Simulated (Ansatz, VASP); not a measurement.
# LiCoAs: VASP beside Ansatz

File INCAR:

```
SYSTEM = LiCoAs
ALGO = Normal
EDIFF = 1E-8
ENCUT = 520
ISIF = 2
ISMEAR = -1
LASPH = .True.
LCHARG = .False.
LEFG = .True.
LREAL = .False.
LWAVE = .False.
NBANDS = 26
NELM = 80
PREC = Accurate
SIGMA = 0.05
```

The input KPOINTS:

```
k-points
0
Gamma
  8 8 5
  0 0 0
```

The input POSCAR:

```
LiCoAs
1.0
    3.6578597745      0.0000000000      0.0000000000
    0.0000000000      3.6578597745      0.0000000000
    0.0000000000      0.0000000000      6.0388986993
Li Co As
2 2 2
Direct
    0.0000000000      0.5000000000      0.6708414200
    0.5000000000      0.0000000000      0.3291585800
    0.5000000000      0.5000000000      0.0000000000
    0.0000000000      0.0000000000      0.0000000000
    0.5000000000      0.0000000000      0.7721379400
    0.0000000000      0.5000000000      0.2278620600
```

Input for Ansatz:

```yaml
crystal:
  lattice:
    - [3.6578597745, 0.0, 0.0]
    - [0.0, 3.6578597745, 0.0]
    - [0.0, 0.0, 6.0388986993]
  atoms:
    - { symbol: Li, position: [0.0, 0.5, 0.67084142] }
    - { symbol: Li, position: [0.5, 0.0, 0.32915858] }
    - { symbol: Co, position: [0.5, 0.5, 0.0] }
    - { symbol: Co, position: [0.0, 0.0, 0.0] }
    - { symbol: As, position: [0.5, 0.0, 0.77213794] }
    - { symbol: As, position: [0.0, 0.5, 0.22786206] }
kpoints:
  mp_grid: { grid: [8, 8, 5] }
scf:
  occupations: { method: fermi_dirac, width: 0.05 }
hamiltonian:
  xc: lda
  pseudopotentials: { kind: paw }
output:
  forces: true
  stress: true
  eigenvalues: true
  efg: { contact_densities: true }
```

Change from the starting cell: volume scaled by 0.96, PAW files.

Alike in both runs: task electric field gradients; functional LDA; k mesh 8 × 8 × 5; occupations fermi-dirac, width 0.05 eV; no spin polarisation.

```csv
,VASP,Ansatz
version,VASP 6.6.1,Ansatz 0.2.0
potentials or method,"VASP PAW LDA potentials, release 64 (Li_sv, Co, As)","PAW with Ansatz's default frozen-core files, scalar-relativistic"
plane-wave cutoff (eV),520,420
valence electrons in the cell,34,70
```

```tsv
	VASP	Ansatz	Ansatz less VASP
rms of the force components (eV/Å)	0.066	0.056	-0.0105
size of Vzz on the site where it differs most (V/Å²)	53.7	56.3	+2.66
```

LDA's correlation is that of Perdew and Zunger in VASP and of Perdew and Wang (1992) in Ansatz. Atom by atom the forces differ by 0.010 eV/Å (rms over components). VASP's potentials hold 34 valence electrons a cell and Ansatz's 70, so a difference there can come from the potentials and not from the codes.

Noted on VASP's run: the cutoff is under 1.25 times that of the potentials, so the pressure is a little rough.
